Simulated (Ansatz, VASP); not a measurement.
**One calculation of InO, two programs**

```
In O
1.0
     3.31561    0.00000    0.00000
    -1.65780    2.87140    0.00000
     0.00000    0.00000    3.14605
In O
1 1
Direct
  0.66667 0.33333 0.50000
  0.33333 0.66667 0.00000
```

Alike in both runs: task relaxation of cell and atoms; functional PBE; k mesh 18 × 18 × 18; occupations gaussian, width 0.1 eV; no spin polarisation.

|  | VASP | Ansatz |
| --- | --- | --- |
| version | VASP 6.6.1 | Ansatz 0.2.0 |
| potentials or method | VASP PAW PBE potentials, release 64 (In_d, O), cutoff 600 eV | scalar-relativistic, plane waves, PAW |
| valence electrons in the cell | 19 | 19 |

|  | VASP | Ansatz | Ansatz less VASP |
| --- | --- | --- | --- |
| gap on the k mesh at the Fermi level, each at its own relaxed structure (eV) | none | none | - |
| relaxed volume (Å³/atom) | 15.01 | 15.00 | -0.007 |
| relaxed length of the cell vector where the two differ most in proportion (Å) | 3.166 | 3.166 | -0.0006 |

A gap of «none» marks a metal or a gap that the smearing closes.
